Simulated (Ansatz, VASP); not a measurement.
# Two plane-wave programs on Na2S

The input INCAR:

```
SYSTEM = Na2S
PREC = Accurate
ENCUT = 500
EDIFF = 1E-6
ISMEAR = 0
SIGMA = 0.01
LREAL = .FALSE.
LASPH = .TRUE.
NELM = 120
ALGO = Normal
ISIF = 2
LWAVE = .FALSE.
LCHARG = .TRUE.
LELF = .TRUE.
LVHAR = .TRUE.
NBANDS = 17
GGA_COMPAT = .FALSE.
```

File KPOINTS:

```
regular mesh
0
G
  8 8 8
  0 0 0
```

POSCAR

```
Na2S
1.0
    0.0000000000      3.2554374590      3.2554374590
    3.2554374590      0.0000000000      3.2554374590
    3.2554374590      3.2554374590      0.0000000000
Na S
2 1
Direct
    0.2500000000      0.2500000000      0.2500000000
    0.7500000000      0.7500000000      0.7500000000
    0.0000000000      0.0000000000      0.0000000000
```

Input for Ansatz:

```yaml
crystal:
  lattice:
    - [0.0, 3.255437459, 3.255437459]
    - [3.255437459, 0.0, 3.255437459]
    - [3.255437459, 3.255437459, 0.0]
  atoms:
    - { symbol: Na, position: [0.25, 0.25, 0.25] }
    - { symbol: Na, position: [0.75, 0.75, 0.75] }
    - { symbol: S, position: [0.0, 0.0, 0.0] }
kpoints:
  mp_grid: { grid: [8, 8, 8] }
  band_path:
    path:
      - [0.0, 0.0, 0.0]
      - [0.5, 0.0, 0.5]
      - [0.625, 0.25, 0.625]
      - [0.375, 0.375, 0.75]
      - [0.5, 0.5, 0.5]
      - [0.5, 0.25, 0.75]
    npoints: 1
hamiltonian:
  xc: lda
scf:
  occupations: { method: fixed }
  n_extra_bands: 4
output:
  forces: true
  stress: true
  eigenvalues: true
  write_density: true
  write_potential: true
  elf: true
  volumetric_format: npy
```

Alike in both runs: task single point; functional LDA; k mesh 8 × 8 × 8; no spin polarisation.

|  | VASP | Ansatz |
| --- | --- | --- |
| version | VASP 6.6.1 | Ansatz 0.2.0 |
| potentials or method | VASP PAW LDA potentials, release 64 (Na_pv, S) | plane waves, PAW |
| plane-wave cutoff (eV) | 500 | 420 |
| occupations | gaussian, width 0.01 eV | fixed |
| valence electrons in the cell | 20 | 24 |

|  | VASP | Ansatz | Ansatz less VASP |
| --- | --- | --- | --- |
| gap on the k mesh at the Fermi level (eV) | 2.29 | 2.29 | -0.005 |
| pressure (GPa) | -1.8 | -1.7 | +0.07 |

LDA's correlation is that of Perdew and Zunger in VASP and of Perdew and Wang (1992) in Ansatz. VASP's potentials hold 20 valence electrons a cell and Ansatz's 24, so a difference there can come from the potentials and not from the codes.
